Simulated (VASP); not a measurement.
GaN, 4 atoms in the cell. The structure is hexagonal, space group P6_3mc (No. 186). Conventional cell: a = 3.153 Å, b = 3.153 Å, c = 5.136 Å, α = 90.00°, β = 90.00°, γ = 120.00°. Ga (site symmetry 3m) has 4 N at 1.93 Å within 2.6 Å. N (site symmetry 3m) has 4 Ga at 1.93 Å within 2.6 Å. 

```yaml
Program: VASP 6.6.1
Task: single point
Functional: PBE
Potentials_or_basis: VASP PAW PBE potentials, release 64 (Ga_d, N)
Cutoff: 520 eV
k_mesh: 12 × 12 × 6
Occupations: gaussian, width 0.02 eV
Spin: no spin polarisation
Dipole_correction: no
Further_INCAR_settings: ALGO = Normal; EDIFF = 1e-06; NBANDS = 26
```

Potentials or basis: VASP PAW PBE potentials, release 64 (Ga_d, N).

The run is started by

```sh
$ cat potpaw_PBE.64/Ga_d/POTCAR potpaw_PBE.64/N/POTCAR > POTCAR
$ mpirun -np 1 vasp_std > vasp.out
```

Hardware: 1 thread of Intel(R) Xeon(R) Platinum 8375C CPU @ 2.90GHz (Ice Lake) (shared host).

Task: Estimate the wall time of this run.

Result: Wall time 64 s on 1 thread of Intel(R) Xeon(R) Platinum 8375C CPU @ 2.90GHz (Ice Lake) (shared host), peak memory 0.21 GiB. Counts: scf iterations 14, k points 76.
